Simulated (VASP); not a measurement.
C: single point with PBE+D3(BJ)

C, a slab with vacuum:

```
C
1.0
     2.46565    0.00000    0.00000
    -1.23283    2.13532    0.00000
     0.00000    0.00000   17.50007
C
4
Direct
  0.66667 0.33333 0.25714
  0.33333 0.66667 0.25714
  0.66667 0.50000 0.46343
  0.00000 0.16667 0.46343
```

* Program: VASP 6.6.1
* Task: single point
* Functional: PBE
* Dispersion: D3(BJ)
* Potentials or basis: VASP PAW PBE potentials, release 64 (C)
* Cutoff: 520 eV
* k mesh: 15 × 15 × 1
* Occupations: gaussian, width 0.1 eV
* Spin: no spin polarisation

The largest force is 0.023 eV/Å and the band gap on the k mesh is 0.14 eV, direct. The dispersion energy per atom is -0.114 eV.

Forces in eV/Å, atoms in the order of the input:
```
C   -0.002  0.002  0.023
C   -0.002  0.000  0.016
C    0.002 -0.002 -0.023
C    0.002  0.000 -0.016
```

Levels at points of the mesh, in eV from the valence-band top:
| k point | band 4 | band 5 | band 6 | band 7 | band 8 | band 9 | band 10 | band 11 | band 12 | band 13 |
| --- | --- | --- | --- | --- | --- | --- | --- | --- | --- | --- |
| (0.00, 0.00, 0.00) | -7.21 | -2.97 | -2.97 | -2.96 | -2.96 | 3.42 | 3.90 | 4.79 | 6.38 | 6.66 |

Run time: 3.4 min on 1 thread of AMD EPYC 7R13 Processor (Zen 3), with other jobs on the host, peak memory 0.24 GiB.
